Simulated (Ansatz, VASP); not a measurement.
## Two plane-wave programs on SbPb

Contents of INCAR:

```
  ALGO = Normal
  EDIFF = 1E-6
  ENCUT = 520
  GGA = CA
  ISIF = 2
  ISMEAR = 0
  LASPH = True
  LCHARG = False
  LREAL = False
  LWAVE = False
  NBANDS = 16
  NELM = 60
  PREC = Accurate
  SIGMA = 0.15
```

Contents of KPOINTS:

```
k-points
0
Gamma
  14 14 14
```

POSCAR

```
SbPb
1.0
    0.0000000000      3.0434499534      2.9631028746
    3.0434499534      0.0000000000      2.9631028746
    3.0434499534      3.0434499534      0.0000000000
Sb Pb
1 1
Direct
    0.5000000000      0.5000000000      0.5000000000
    0.0000000000      0.0000000000      0.0000000000
```

Input for Ansatz:

```yaml
crystal:
  lattice:
    - [0.0, 3.0434499534, 2.9631028746]
    - [3.0434499534, 0.0, 2.9631028746]
    - [3.0434499534, 3.0434499534, 0.0]
  atoms:
    - { symbol: Sb, position: [0.5, 0.5, 0.5] }
    - { symbol: Pb, position: [0.0, 0.0, 0.0] }
basis:
  ecutwfc: 420
kpoints:
  mp_grid: { grid: [14, 14, 14] }
hamiltonian:
  xc: lda
scf:
  occupations: { method: gaussian, width: 0.15 }
output:
  forces: true
  stress: true
  eigenvalues: true
  write_density: true
  write_potential: true
  elf: true
  volumetric_format: npy
```

Alike in both runs: task single point; functional LDA; k mesh 14 × 14 × 14; occupations gaussian, width 0.15 eV; no spin polarisation.

|  | VASP | Ansatz |
| --- | --- | --- |
| version | VASP 6.6.1 | Ansatz 0.2.0 |
| potentials or method | VASP PAW LDA potentials, release 64 (Sb, Pb_d), cutoff 520 eV | scalar-relativistic, plane waves, PAW |
| valence electrons in the cell | 19 | 29 |

VASP gave:

| Item | Value |
| --- | --- |
| gap on the k mesh at the Fermi level (eV) | none |
| pressure (GPa) | 5.8 |
| traceless stress, the component that is largest in VASP (GPa) | 2.72 |

What did Ansatz give for the same quantities?

gap on the k mesh at the Fermi level (eV): none; pressure (GPa): 5.6; traceless stress, the component that is largest in VASP (GPa): 2.70.

LDA's correlation is that of Perdew and Zunger in VASP and of Perdew and Wang (1992) in Ansatz. A gap of «none» marks a metal or a gap that the smearing closes. VASP's potentials hold 19 valence electrons a cell and Ansatz's 29, so a difference there can come from the potentials and not from the codes.

Neither program's run includes spin-orbit coupling.
